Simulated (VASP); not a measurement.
Here is a VASP 6.6.1 calculation.

File INCAR:

```
PREC = Accurate ; ENCUT = 520
EDIFF = 1E-6 ; ISMEAR = 0
SIGMA = 0.1 ; LREAL = F
LASPH = T ; NELM = 100
ALGO = Normal ; ISIF = 2
LWAVE = F ; LCHARG = F
GGA = PE ; NBANDS = 24
```

File KPOINTS:

```
regular mesh
0
Gamma
  2 2 6
```

File POSCAR:

```
Sb
1.0
    8.0159981610      0.0000000000      0.0000000000
    0.0000000000      8.0159981610      0.0000000000
    0.0000000000      0.0000000000      3.1027834372
Sb
6
Direct
    0.1306867817      0.3693132183      0.0000000000
    0.3693132183      0.8693132183      0.0000000000
    0.8693132183      0.6306867817      0.0000000000
    0.6306867817      0.1306867817      0.0000000000
    0.0000000000      0.0000000000      0.0000000000
    0.5000000000      0.5000000000      0.0000000000
```

Potentials or basis: VASP PAW PBE potentials, release 64 (Sb).

Launch:

```sh
$ cat potpaw_PBE.64/Sb/POTCAR > POTCAR
$ mpirun -np 1 vasp_std > vasp.out
```

Task: Estimate the band gap on the k mesh.

Result: Zero (band 15 reaches 7.56 eV, above the bottom of band 16 at 3.92 eV).

Task: Estimate the pressure.

Result: 0.2 GPa.

Task: Predict the largest force.

Result: 0.006 eV/Å.

Stress tensor (GPa, compression positive):
```
0.09 0.00 0.00
0.00 0.09 0.00
0.00 0.00 0.32
```

Caveat: the k points lie up to 0.39 Å⁻¹ apart; spin-orbit coupling is left out, which moves the levels of the heavy elements.
